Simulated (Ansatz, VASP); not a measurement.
## NaH: VASP beside Ansatz

The input INCAR:

```
ALGO = Normal
EDIFF = 1E-8
ENCUT = 400
GGA = PS
GGA_COMPAT = F
ISIF = 2
ISMEAR = -1
LASPH = T
LCHARG = F
LEFG = T
LREAL = F
LWAVE = F
NBANDS = 11
NELM = 120
PREC = Accurate
SIGMA = 0.03
```

File KPOINTS:

```
k-points
0
Gamma
  9 9 9
```

Contents of POSCAR:

```
NaH
1.0
    0.0000000000      2.4156000000      2.4400000000
    2.4156000000      0.0000000000      2.4400000000
    2.4156000000      2.4156000000      0.0000000000
Na H
1 1
Direct
    0.0000000000      0.0000000000      0.0000000000
    0.5000000000      0.5000000000      0.5000000000
```

Input for Ansatz:

```yaml
crystal:
  lattice:
    - [0.0, 2.4156, 2.44]
    - [2.4156, 0.0, 2.44]
    - [2.4156, 2.4156, 0.0]
  atoms:
    - { symbol: Na, position: [0.0, 0.0, 0.0] }
    - { symbol: H, position: [0.5, 0.5, 0.5] }
kpoints:
  mp_grid: { grid: [9, 9, 9] }
scf:
  occupations: { method: fermi_dirac, width: 0.03 }
hamiltonian:
  xc: pbesol
  pseudopotentials: { kind: paw }
output:
  forces: true
  stress: true
  eigenvalues: true
  efg: { contact_densities: true }
```

Change from the starting cell: equal xx and yy strain of -1 %, PAW files.

Alike in both runs: task electric field gradients; functional PBEsol; k mesh 9 × 9 × 9; occupations fermi-dirac, width 0.03 eV; no spin polarisation.

|  | VASP | Ansatz |
| --- | --- | --- |
| version | VASP 6.6.1 | Ansatz 0.2.0 |
| potentials or method | VASP PAW PBE potentials, release 64 (Na_pv, H) | PAW with Ansatz's default frozen-core files, scalar-relativistic |
| plane-wave cutoff (eV) | 400 | 420 |
| valence electrons in the cell | 8 | 10 |

Ansatz gave:

| Quantity | Value |
| --- | --- |
| gap on the k mesh at the Fermi level (eV) | 3.84 |
| pressure (GPa) | -0.8 |
| traceless stress, the component that is largest in VASP (GPa) | -0.20 |
| size of Vzz on the site where it differs most (V/Å²) | 0.2 |

Which values does VASP return?

gap on the k mesh at the Fermi level (eV): 3.84; pressure (GPa): -1.3; traceless stress, the component that is largest in VASP (GPa): -0.20; size of Vzz on the site where it differs most (V/Å²): 0.1.

VASP's potentials were made for PBE, not for PBEsol. With one functional, cell and mesh, what is left measures potentials, basis and numerics. VASP's potentials hold 8 valence electrons a cell and Ansatz's 10, so a difference there can come from the potentials and not from the codes.
